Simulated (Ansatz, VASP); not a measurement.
## Two plane-wave programs on Pt

File INCAR:

```
PREC = Accurate ; ENCUT = 520
EDIFF = 1E-7 ; ISMEAR = -1
SIGMA = 0.1 ; LREAL = False
LASPH = True ; NELM = 60
ALGO = Normal ; ISIF = 2
LWAVE = False ; LCHARG = False
GGA = B5 ; ALDAX = 1.0
AGGAX = 1.0 ; AGGAC = 1.0
ALDAC = 0.0 ; NBANDS = 11
```

Contents of KPOINTS:

```
regular mesh
0
Gamma
  22 22 22
```

File POSCAR:

```
Pt
1.0
    0.0000000000      2.1046982112      2.1046982112
    2.1046982112      0.0000000000      2.1046982112
    2.1046982112      2.1046982112      0.0000000000
Pt
1
Direct
    0.0000000000      0.0000000000      0.0000000000
```

Input for Ansatz:

```yaml
crystal:
  lattice:
    - [0.0, 2.1046982112, 2.1046982112]
    - [2.1046982112, 0.0, 2.1046982112]
    - [2.1046982112, 2.1046982112, 0.0]
  atoms:
    - { symbol: Pt, position: [0.0, 0.0, 0.0] }
hamiltonian:
  xc: blyp
  pseudopotentials:
    kind: paw
    azcp:
      Pt: "pseudopotentials/Pt.paw.azcp"
basis:
  ecutwfc: 420
  fft_grid_basis: typed
kpoints:
  mp_grid: { grid: [22, 22, 22], shift: [0, 0, 0] }
magnetization:
  spin_polarized: false
scf:
  occupations: { method: fermi_dirac, width: 0.1 }
output:
  stress: true
```

Alike in both runs: task single point; functional BLYP; k mesh 22 × 22 × 22; occupations fermi-dirac, width 0.1 eV; no spin polarisation.

|  | VASP | Ansatz |
| --- | --- | --- |
| version | VASP 6.6.1 | Ansatz 0.2.0 |
| potentials or method | VASP PAW PBE potentials, release 64 (Pt), cutoff 520 eV | plane waves (420 eV) with PAW, scalar-relativistic |
| valence electrons in the cell | 10 | 18 |

|  | VASP | Ansatz | Ansatz less VASP |
| --- | --- | --- | --- |
| pressure (GPa) | -15.6 | -16.2 | -0.54 |

VASP's potentials were made for PBE, not for BLYP. The functional is the same, so the differences come from potentials, cutoffs and numerics. VASP's potentials hold 10 valence electrons a cell and Ansatz's 18, so a difference there can come from the potentials and not from the codes.

Neither program's run includes spin-orbit coupling.
